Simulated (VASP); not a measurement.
# Ba (Cmcm) in VASP: single point with r2SCAN

Aim: the single point of Ba with r2SCAN.

All numbers are computed with VASP 6.6.1; they aren't measurements. Logs are shortened: lines on timing, memory, paths and dates and some standing lists are left out, and cuts for length are marked.

### Step 1. The cell of the first run

It takes space group Cmcm (No. 63, orthorhombic). The conventional cell has a = 7.415 Å, b = 5.196 Å, c = 7.422 Å, α = 90.00°, β = 90.00°, γ = 90.00°.

### Step 2. Single point, r2SCAN (strained)

Contents of POSCAR:

```
Ba
1.0
    3.7076802683     -2.5981247295      0.0000000000
    3.7076802683      2.5981247295      0.0000000000
    0.0000000000      0.0000000000      7.4220679380
Ba
2
Direct
    0.7467739700      0.2532260300      0.2500000000
    0.2532260300      0.7467739700      0.7500000000
```

Contents of INCAR.step1:

```
PREC = Accurate
ENCUT = 520
ISMEAR = 0
SIGMA = 0.1
LREAL = F
LASPH = T
NELM = 60
NBANDS = 17
GGA = PE
ALGO = Normal
EDIFF = 1E-4
LWAVE = T
LCHARG = F
```

Contents of INCAR.step2:

```
PREC = Accurate
ENCUT = 520
EDIFF = 1E-6
ISMEAR = 0
SIGMA = 0.1
LREAL = F
LASPH = T
NELM = 60
ALGO = Normal
ISIF = 2
LWAVE = F
LCHARG = F
METAGGA = R2SCAN
LMIXTAU = T
NBANDS = 17
ISTART = 1
```

Contents of KPOINTS:

```
Automatic mesh
0
Gamma
  10 10 6
```

Potentials or basis: VASP PAW PBE potentials, release 64 (Ba_sv).

Launch:

```bash
cat potpaw_PBE.64/Ba_sv/POTCAR > POTCAR
cp INCAR.step1 INCAR
mpirun -np 1 vasp_std > vasp.out
cp INCAR.step2 INCAR
mpirun -np 1 vasp_std > vasp.out
```

OUTCAR:

```text
PREC = Accurate
   ENCUT = 520
   EDIFF = 1E-6
   ISMEAR = 0
   LREAL = F
   LASPH = T
   NELM = 60
   ISIF = 2
   METAGGA = R2SCAN
   ISTART = 1

 ion  position               nearest neighbor table
   1  0.747  0.253  0.250-   2 4.51   2 4.51   2 4.55   2 4.55
   2  0.253  0.747  0.750-   1 4.51   1 4.51   1 4.55   1 4.55

  LATTYP: Found a base centered orthorhombic cell.
 ALAT       =     5.1962494590
 B/A-ratio  =     1.4270601508
 C/A-ratio  =     1.4283509667

  Lattice vectors:

 A1 = (  -3.7076802683,  -2.5981247295,   0.0000000000)
 A2 = (   3.7076802683,  -2.5981247295,   0.0000000000)
 A3 = (   0.0000000000,   0.0000000000,   7.4220679380)

Analysis of symmetry for initial positions (statically):
=====================================================================
 Subroutine PRICEL returns:
 Original cell was already a primitive cell.

 Routine SETGRP: Setting up the symmetry group for a
 base centered orthorhombic supercell.

 Subroutine GETGRP returns: Found  8 space group operations
 (whereof  4 operations were pure point group operations)
 out of a pool of  8 trial point group operations.

The static configuration has the point symmetry C_2h.
 The point group associated with its full space group is D_2h.

Analysis of symmetry for dynamics (positions and initial velocities):
=====================================================================
 Subroutine PRICEL returns:
 Original cell was already a primitive cell.

 Routine SETGRP: Setting up the symmetry group for a
 base centered orthorhombic supercell.

 Subroutine GETGRP returns: Found  8 space group operations
 (whereof  4 operations were pure point group operations)
 out of a pool of  8 trial point group operations.

The dynamic configuration has the point symmetry C_2h.
 The point group associated with its full space group is D_2h.

 Subroutine INISYM returns: Found  8 space group operations
 (whereof  4 operations are pure point group operations),
 and found     1 'primitive' translations

----------------------------------------------------------------------------------------

                                     Primitive cell

  volume of cell :     142.9938

  direct lattice vectors                    reciprocal lattice vectors
     3.707680268 -2.598124729  0.000000000     0.134855210 -0.192446496  0.000000000
     3.707680268  2.598124729  0.000000000     0.134855210  0.192446496  0.000000000
     0.000000000  0.000000000  7.422067938     0.000000000  0.000000000  0.134733340

  length of vectors
     4.527377285  4.527377285  7.422067938     0.234992726  0.234992726  0.134733340

  position of ions in fractional coordinates (direct lattice)
     0.746773970  0.253226030  0.250000000
     0.253226030  0.746773970  0.750000000

  ion indices of the primitive-cell ions
   primitive index   ion index
                 1           1
                 2           2

----------------------------------------------------------------------------------------

 KPOINTS: Automatic mesh

Automatic generation of k-mesh.
 Grid dimensions read from file:
 generate k-points for:   10   10    6

 Generating k-lattice:

  Cartesian coordinates                     Fractional coordinates (reciprocal lattice)
     0.013485521 -0.019244650  0.000000000     0.100000000  0.000000000  0.000000000
     0.013485521  0.019244650  0.000000000     0.000000000  0.100000000  0.000000000
     0.000000000  0.000000000  0.022455557     0.000000000  0.000000000  0.166666667

  Length of vectors
     0.023499273  0.023499273  0.022455557

  Shift w.r.t. Gamma in fractional coordinates (k-lattice)
     0.000000000  0.000000000  0.000000000

 Subroutine IBZKPT returns following result:
 ===========================================

 Found    124 irreducible k-points:

 Following reciprocal coordinates:
            Coordinates               Weight
  0.000000  0.000000  0.000000      1.000000
  0.100000  0.000000  0.000000      4.000000
  0.200000  0.000000  0.000000      4.000000
  0.300000 -0.000000  0.000000      4.000000
  0.400000 -0.000000  0.000000      4.000000
  0.500000  0.000000  0.000000      2.000000
[... 16 lines left out ...]
  0.300000  0.300000  0.000000      2.000000
  0.400000  0.300000  0.000000      4.000000
 [... further k-points ...]
   k-points           NKPTS =    124   k-points in BZ     NKDIM =    124   number of bands    NBANDS=     17
   number of dos      NEDOS =    301   number of ions     NIONS =      2
   total plane-waves  NPLWV =  72576
   dimension x,y,z NGX =    36 NGY =   36 NGZ =   56
   dimension x,y,z NGXF=    72 NGYF=   72 NGZF=  112
   ions per type =               2
   NGX,Y,Z   is equivalent  to a cutoff of  13.22, 13.22, 12.54 a.u.
   NGXF,Y,Z  is equivalent  to a cutoff of  26.44, 26.44, 25.09 a.u.
 SYSTEM =  unknown system
   PREC   = accura    normal or accurate (medium, high low for compatibility)
   ISTART =      1    job   : 0-new  1-cont  2-samecut
   ICHARG =      0    charge: 1-file 2-atom 10-const
   ISPIN  =      1    spin polarized calculation?
   LNONCOLLINEAR =      F non collinear calculations
   LSORBIT =      F    spin-orbit coupling
   LASPH  =      T    aspherical Exc in radial PAW
   ENCUT  =  520.0 eV  38.22 Ry    6.18 a.u.   8.42  8.42 13.80*2*pi/ulx,y,z
   NELM   =     60;   NELMIN=  2; NELMDL=  0     # of ELM steps
   EDIFF  = 0.1E-05   stopping-criterion for ELM
   LREAL  =      F    real-space projection
   EDIFFG = 0.1E-04   stopping-criterion for IOM
   NSW    =      0    number of steps for IOM
   IBRION =     -1    ionic relax: 0-MD 1-quasi-New 2-CG
   NFREE  =      0    steps in history (QN), initial steepest desc. (CG)
   ISIF   =      2    stress and relaxation
   ISYM   =      2    0-nonsym 1-usesym 2-fastsym
   POTIM  = 0.5000    time-step for ionic-motion
   TEBEG  =    0.0;   TEEND  =   0.0 temperature during run
   PSTRESS=    0.0 pullay stress
   NELECT =      20.0000    total number of electrons
   NUPDOWN=      -1.0000    fix difference up-down
   EMIN   =  10.00;   EMAX   =-10.00  energy-range for DOS
   EFERMI =   0.00;   METHOD = LEGACY
   ISMEAR =     0;   SIGMA  =   0.10  broadening in eV -4-tet -1-fermi 0-gaus
   EFERMI_NEDOS =   21; number of points for ismear=-14 and -15
   IALGO  =     38    algorithm
   IMIX   =      4    mixing-type and parameters
     AMIX     =   0.40;   BMIX     =  1.00
     AMIX_MAG =   1.60;   BMIX_MAG =  1.00
  volume/ion in A,a.u.               =      71.50       482.48
  Fermi-wavevector in a.u.,A,eV,Ry     =   0.849792  1.605873  9.825390  0.722146
  Thomas-Fermi vector in A             =   1.965668
   LORBIT       =      0    0 simple, 1 ext, 2 COOP (PROOUT), +10 PAW based schemes
   METAGGA = R2SCAN    functional components
   LHFCALC =     F    Hartree Fock is set to
   AEXX    =    0.0000 exact exchange contribution
   IVDW    =     0    specifies the selected vdW correction
   LEPSILON=     F    determine dielectric tensor
   LRPA    =     F    only Hartree local field effects (RPA)
 non-spin polarized calculation
 Gauss-broadening in eV      SIGMA  =   0.10
  energy-cutoff  :      520.00
  volume of cell :      142.99
 maximum number of plane-waves:      3879
 NGX is ok and might be reduce to    36
   NGX = 17   NGY = 17   NGZ = 27

 number of electron      20.0000000 magnetization

 Free energy of the ion-electron system (eV)
  ---------------------------------------------------
  ext. energy  EPLUGINS =         0.00000000
  ---------------------------------------------------
  free energy    TOTEN  =       -52.84527070 eV

  energy without entropy =      -52.83374912  energy(sigma->0) =      -52.83950991

 E-fermi :   1.3194     XC(G=0):  -7.4149

 val. band max:        1.2908717883   @ k =  -0.3000   0.1000   0.1667
 cond. band min:       1.3296662534   @ k =   0.3000   0.3000   0.1667
 fundamental gap:      0.0387944650
 Fermi energy:         1.3194342126

 k-point     1 :       0.0000    0.0000    0.0000
  band No.  band energies     occupation
      1     -28.8249      2.00000
      2     -28.7985      2.00000
      3     -13.7247      2.00000
      4     -13.5077      2.00000
      5     -13.4109      2.00000
      6     -13.4108      2.00000
[... 9 lines left out ...]
     16       4.4684      0.00000
     17       4.4908      0.00000

 k-point     2 :       0.1000    0.0000    0.0000
  band No.  band energies     occupation
      1     -28.8230      2.00000
      2     -28.7978      2.00000
      3     -13.7146      2.00000
      4     -13.5175      2.00000
      5     -13.4346      2.00000
      6     -13.4223      2.00000
[... 9 lines left out ...]
     16       4.3768      0.00000
     17       4.3826      0.00000

 k-point     3 :       0.2000    0.0000    0.0000
  band No.  band energies     occupation
      1     -28.8177      2.00000
      2     -28.7963      2.00000
      3     -13.6858      2.00000
      4     -13.5532      2.00000
      5     -13.4978      2.00000
      6     -13.4407      2.00000
[... 9 lines left out ...]
     16       4.1431      0.00000
     17       4.3898      0.00000

 k-point     4 :       0.3000   -0.0000    0.0000
  band No.  band energies     occupation
      1     -28.8106      2.00000
      2     -28.7951      2.00000
      3     -13.6430      2.00000
      4     -13.6086      2.00000
      5     -13.5752      2.00000
      6     -13.4575      2.00000
[... 9 lines left out ...]
     16       4.4203      0.00000
     17       4.6983      0.00000
[... 343 lines left out ...]
      1     -28.8072      2.00000
      2     -28.7966      2.00000
      3     -13.6146      2.00000
      4     -13.5625      2.00000
      5     -13.5412      2.00000
      6     -13.5173      2.00000
[... 9 lines left out ...]
     16       3.9469      0.00000
     17       5.0059      0.00000

 k-point    23 :       0.3000    0.3000    0.0000
  band No.  band energies     occupation
      1     -28.8075      2.00000
      2     -28.7855      2.00000
      3     -13.6619      2.00000
      4     -13.6202      2.00000
      5     -13.5831      2.00000
      6     -13.5556      2.00000
[... 9 lines left out ...]
     16       4.3739      0.00000
     17       4.6585      0.00000

 k-point    24 :       0.4000    0.3000    0.0000
  band No.  band energies     occupation
      1     -28.8034      2.00000
      2     -28.7835      2.00000
      3     -13.6620      2.00000
      4     -13.6422      2.00000
      5     -13.6200      2.00000
      6     -13.5626      2.00000
[... 9 lines left out ...]
     16       4.5623      0.00000
     17       4.7902      0.00000

 [... further k-points ...]
[... 5 lines left out ...]
  --------------------------------------------------------------------------------------
  -------------------------------------------------------------------------------------
  Total       -0.6030068     -0.5553230     -0.6024367      0.0000000      0.0000000      0.0000000
  in kB       -6.7564037     -6.2221298     -6.7500163      0.0000000      0.0000000      0.0000000
  external PRESSURE =      -6.5761833 kB  Pullay stress =       0.0000000 kB

 VOLUME and BASIS-vectors are now :
 -----------------------------------------------------------------------------
  energy-cutoff  :      520.00
  volume of cell :      142.99
      direct lattice vectors                 reciprocal lattice vectors
     3.707680268 -2.598124729  0.000000000     0.134855210 -0.192446496  0.000000000
     3.707680268  2.598124729  0.000000000     0.134855210  0.192446496  0.000000000
     0.000000000  0.000000000  7.422067938     0.000000000  0.000000000  0.134733340

 POSITION                                       TOTAL-FORCE (eV/Angst)
 -----------------------------------------------------------------------------------
      3.70768     -1.28230      1.85552         0.000000     -0.020163     -0.000000
      3.70768      1.28230      5.56655         0.000000      0.020163      0.000000
 -----------------------------------------------------------------------------------
    total drift:                                0.000000     -0.000000     -0.000000

  FREE ENERGIE OF THE ION-ELECTRON SYSTEM (eV)
  ---------------------------------------------------
  free  energy   TOTEN  =       -52.8452707047 eV

  energy  without entropy=      -52.8337491203  energy(sigma->0) =      -52.83950991
```

Run time: 6.8 min. Hardware: 1 thread of Intel Xeon 6975P-C (Granite Rapids), shared host; peak memory 0.45 GiB.

What came out:

```yaml
Free_energy: -52.8453 eV
Pressure: -0.7 GPa
Largest_force: 0.020 eV/Å
Band_gap_on_the_k_mesh: zero (bands 10 and 11 overlap by 0.82 eV)
```

Forces on the atoms (eV/Å):
```
Ba   0.000 -0.020  0.000
Ba   0.000  0.020  0.000
```

Caveat: the cell differs from its parent crystal (strained); the PAW data sets were made with another functional, which shifts forces and pressure a little; spin-orbit coupling is left out, which moves the levels of the heavy elements.

The gap in the log of VASP goes by the Fermi energy; the results here count the filled bands.